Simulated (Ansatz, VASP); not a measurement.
## One calculation of Sr2TaPO6, two programs

File POSCAR:

```
Sr2TaPO6
1.0
    0.0000000000      5.5479400000      0.0000000000
    5.5479400000      0.0000000000      0.0000000000
    2.7739700000      2.7739700000     -3.9280080000
Sr P Ta O
2 1 1 6
Direct
    0.7500000000      0.2500000000      0.5000000000
    0.2500000000      0.7500000000      0.5000000000
    0.0000000000      0.0000000000      0.0000000000
    0.5000000000      0.5000000000      0.0000000000
    0.2499000000      0.2499000000      0.5002000000
    0.7501000000      0.7501000000      0.4998000000
    0.2327000000      0.2671000000      0.0000000000
    0.2671000000      0.7673000000      0.0000000000
    0.7673000000      0.7329000000      0.0000000000
    0.7329000000      0.2327000000      0.0000000000
```

File INCAR.step1:

```
PREC = Accurate
ENCUT = 520
ISMEAR = -1
SIGMA = 0.1
LREAL = False
LASPH = True
NELM = 80
NBANDS = 47
GGA = PE
ALGO = Normal
EDIFF = 1E-4
LWAVE = True
LCHARG = False
```

File INCAR.step2:

```
PREC = Accurate
ENCUT = 520
EDIFF = 1E-7
ISMEAR = -1
SIGMA = 0.1
LREAL = False
LASPH = True
NELM = 80
ALGO = Normal
ISIF = 2
LWAVE = False
LCHARG = False
METAGGA = R2SCAN
LMIXTAU = True
NBANDS = 47
ISTART = 1
```

Contents of KPOINTS:

```
regular mesh
0
Gamma
  6 6 6
```

Input for Ansatz:

```yaml
crystal:
  lattice:
    - [0.0, 5.54794, 0.0]
    - [5.54794, 0.0, 0.0]
    - [2.77397, 2.77397, -3.928008]
  atoms:
    - { symbol: Sr, position: [0.75, 0.25, 0.5] }
    - { symbol: Sr, position: [0.25, 0.75, 0.5] }
    - { symbol: P, position: [0.0, 0.0, 0.0] }
    - { symbol: Ta, position: [0.5, 0.5, 0.0] }
    - { symbol: O, position: [0.2499, 0.2499, 0.5002] }
    - { symbol: O, position: [0.7501, 0.7501, 0.4998] }
    - { symbol: O, position: [0.2327, 0.2671, 0.0] }
    - { symbol: O, position: [0.2671, 0.7673, 0.0] }
    - { symbol: O, position: [0.7673, 0.7329, 0.0] }
    - { symbol: O, position: [0.7329, 0.2327, 0.0] }
  symmetry: { tolerance: 0.0003 }
kpoints:
  mp_grid: { grid: [6, 6, 6], shift: [0, 0, 0] }
  band_path:
    path:
      - [0.0, 0.0, 0.0]
      - [0.5, 0.5, 0.5]
      - [0.5, 0.5, 0.75]
      - [0.5, 0.0, 0.5]
      - [0.0, 0.0, 0.0]
      - [0.0, 0.0, 0.5]
      - [0.25063885, 0.0, 0.62531942]
      - [0.74936115, 0.0, 0.37468058]
      - [0.0, 0.0, 0.0]
      - [0.5, 0.5, 0.5]
      - [0.74936115, 0.25063885, 0.5]
    npoints: 6
magnetization:
  spin_polarized: false
scf:
  occupations: { method: fermi_dirac }
  lower_state_search: "off"
  max_iter: 200
hamiltonian:
  pseudopotentials: { kind: paw }
  xc: r2scan
basis:
  ecutwfc: 500
  fft_grid_basis: typed
output:
  forces: true
  stress: true
  eigenvalues: true
  bader: true
  populations: true
  elf: true
  write_potential: true
  volumetric_format: npy
  dos:
    e_range: [-12, 8]
    de: 0.05
    projected: { site_lists: { O: [O], P: [P], Sr: [Sr], Ta: [Ta] } }
checkpoint:
  read: saved_state
```

Alike in both runs: task single point; functional r2SCAN; k mesh 6 × 6 × 6; no spin polarisation.

```csv
,VASP,Ansatz
version,VASP 6.6.1,Ansatz 0.2.0
potentials or method,"VASP PAW PBE potentials, release 64 (Sr_sv, P, Ta_pv, O), cutoff 520 eV",PAW plane waves
occupations,"fermi-dirac, width 0.1 eV",fermi-dirac
valence electrons in the cell,72,74
```

VASP gave:

| Property | Result |
| --- | --- |
| pressure (GPa) | 11.8 |
| traceless stress, the component that is largest in VASP (GPa) | 0.28 |
| rms of the force components (eV/Å) | 0.239 |

Which values does Ansatz return?

Pressure (GPa): 11.1; traceless stress, the component that is largest in VASP (GPa): 0.27; rms of the force components (eV/Å): 0.303.

VASP's potentials were made for PBE, not for r2SCAN. Atom by atom the forces differ by 0.067 eV/Å (rms over components). VASP's potentials hold 72 valence electrons a cell and Ansatz's 74, so a difference there can come from the potentials and not from the codes.

Spin-orbit coupling is off throughout.
